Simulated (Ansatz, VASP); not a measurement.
**Two plane-wave programs on ZnS**

File INCAR:

```
PREC = Accurate
ENCUT = 520
EDIFF = 1E-6
ISMEAR = 0
SIGMA = 0.05
LREAL = False
LASPH = True
NELM = 100
ALGO = Normal
ISIF = 2
LWAVE = False
LCHARG = False
GGA = PE
NBANDS = 26
```

The input KPOINTS:

```
Automatic mesh
0
Gamma
  12 12 4
```

File POSCAR:

```
ZnS
1.0
    3.8454929889      0.0000000000      0.0000000000
   -1.9227464944      3.3302946184      0.0000000000
    0.0000000000      0.0000000000      6.3053333047
Zn S
2 2
Direct
    0.2569609897      0.6284804948     -0.0091503821
    0.6666666667      0.3333333333      0.5052197899
    0.3333333333      0.6666666667      0.3797802101
    0.6666666667      0.3333333333      0.8797802101
```

Input for Ansatz:

```yaml
crystal:
  lattice:
    - [3.8454929889, 0.0, 0.0]
    - [-1.9227464944, 3.3302946184, 0.0]
    - [0.0, 0.0, 6.3053333047]
  atoms:
    - { symbol: Zn, position: [0.2569609897, 0.6284804948, -0.0091503821] }
    - { symbol: Zn, position: [0.6666666667, 0.3333333333, 0.5052197899] }
    - { symbol: S, position: [0.3333333333, 0.6666666667, 0.3797802101] }
    - { symbol: S, position: [0.6666666667, 0.3333333333, 0.8797802101] }
basis:
  ecutwfc: 420
kpoints:
  mp_grid: { grid: [12, 12, 4] }
hamiltonian:
  xc: pbe
scf:
  occupations: { method: gaussian, width: 0.05 }
output:
  forces: true
  stress: true
  eigenvalues: true
```

Alike in both runs: task single point; functional PBE; k mesh 12 × 12 × 4; occupations gaussian, width 0.05 eV; no spin polarisation.

|  | VASP | Ansatz |
| --- | --- | --- |
| version | VASP 6.6.1 | Ansatz 0.2.0 |
| potentials or method | VASP PAW PBE potentials, release 64 (Zn, S), cutoff 520 eV | scalar-relativistic, plane waves, PAW |
| valence electrons in the cell | 36 | 36 |

|  | VASP | Ansatz | Ansatz less VASP |
| --- | --- | --- | --- |
| gap on the k mesh at the Fermi level (eV) | 2.03 | 2.02 | -0.006 |
| least direct gap on the mesh (eV) | 2.03 | 2.02 | -0.006 |
| pressure (GPa) | 1.9 | 1.7 | -0.15 |
| traceless stress, the component that is largest in VASP (GPa) | 3.40 | 3.38 | -0.024 |
| rms of the force components (eV/Å) | 1.086 | 1.081 | -0.0052 |

Atom by atom the forces differ by 0.005 eV/Å (rms over components).
